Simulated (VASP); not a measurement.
Set up this calculation in VASP 6.6.1, as the native input.

```
Task                   : single point
Functional             : LDA
Potentials or basis    : VASP PAW LDA potentials, release 64 (Te, Mo_sv)
Cutoff                 : 520 eV
k mesh                 : 6 × 10 × 1
Occupations            : gaussian, width 0.1 eV
Spin                   : no spin polarisation
Dipole correction      : no
Further INCAR settings : ALGO = Normal; EDIFF = 1e-06; NBANDS = 35
```

The structure of Te2Mo lies in POSCAR:

```
Te2Mo
1.0
    6.2765174856      0.0000000000      0.0105266542
    0.0000000000      3.3496828782      0.0000000000
   -0.0195684754      0.0000000000     31.8047065245
Te Mo
4 2
Direct
    0.0777078631      0.7500000000      0.4357117571
    0.9222921369      0.2500000000      0.5642882429
    0.5678260397      0.2500000000      0.4536378997
    0.4321739603      0.7500000000      0.5463621003
    0.8174968405      0.7500000000      0.5026359416
    0.1825031595      0.2500000000      0.4973640584
```

The input as run:

INCAR

```
  PREC = Accurate
  ENCUT = 520
  EDIFF = 1E-6
  ISMEAR = 0
  SIGMA = 0.1
  LREAL = F
  LASPH = T
  NELM = 60
  ALGO = Normal
  ISIF = 2
  LWAVE = F
  LCHARG = T
  GGA = CA
  LELF = T
  LVHAR = T
  NBANDS = 35
```

KPOINTS

```
Automatic mesh
0
Gamma
  6 10 1
```

Potentials or basis: VASP PAW LDA potentials, release 64 (Te, Mo_sv).

Launch:

```sh
$ cat potpaw_LDA.64/Te/POTCAR potpaw_LDA.64/Mo_sv/POTCAR > POTCAR
$ mpirun -np 1 vasp_std > vasp.out
```

It gave:

```yaml
Largest_force: 0.056 eV/Å
Band_gap_on_the_k_mesh: zero (bands 26 and 27 overlap by 0.56 eV)
```

Caveat: spin-orbit coupling is left out, which moves the levels of the heavy elements.

Run time: 18 min on 1 thread of Oxide Virtual Turin-like Processor (shared host), peak memory 0.76 GiB.
